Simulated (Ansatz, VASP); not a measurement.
Si in VASP and in Ansatz

```
CELL_PARAMETERS angstrom
-1.62691 1.62691 1.32033
1.62691 -1.62691 1.32033
1.62691 1.62691 -1.32033
ATOMIC_POSITIONS crystal
Si 0.00000 0.00000 0.00000
```

Alike in both runs: task single point; functional PBE-based screened hybrid; k mesh 7 × 7 × 7; occupations fermi-dirac, width 0.05 eV; no spin polarisation.

|  | VASP | Ansatz |
| --- | --- | --- |
| version | VASP 6.6.1 | Ansatz 0.2.0 |
| potentials or method | VASP PAW PBE potentials, release 64 (Si), cutoff 520 eV | all-electron PAW datasets made for the crystal |

|  | VASP | Ansatz | Ansatz less VASP |
| --- | --- | --- | --- |
| gap on the k mesh at the Fermi level (eV) | none | none | - |
| pressure (GPa) | 1.6 | 1.9 | +0.30 |
| traceless stress, the component that is largest in VASP (GPa) | -4.35 | -4.31 | +0.031 |

VASP's potentials were made for PBE, not for PBE-based screened hybrid. A gap of «none» marks a metal or a gap that the smearing closes. Ansatz ran all-electron here, and VASP with PAW potentials.

The k mesh is coarse, so the values compare programs but aren't converged. Noted on Ansatz's run: the k mesh is thin for a metal, which can move the energy by tens of meV per atom; the program warned that the printed levels may be off, so bands, gaps and densities of states are rough.
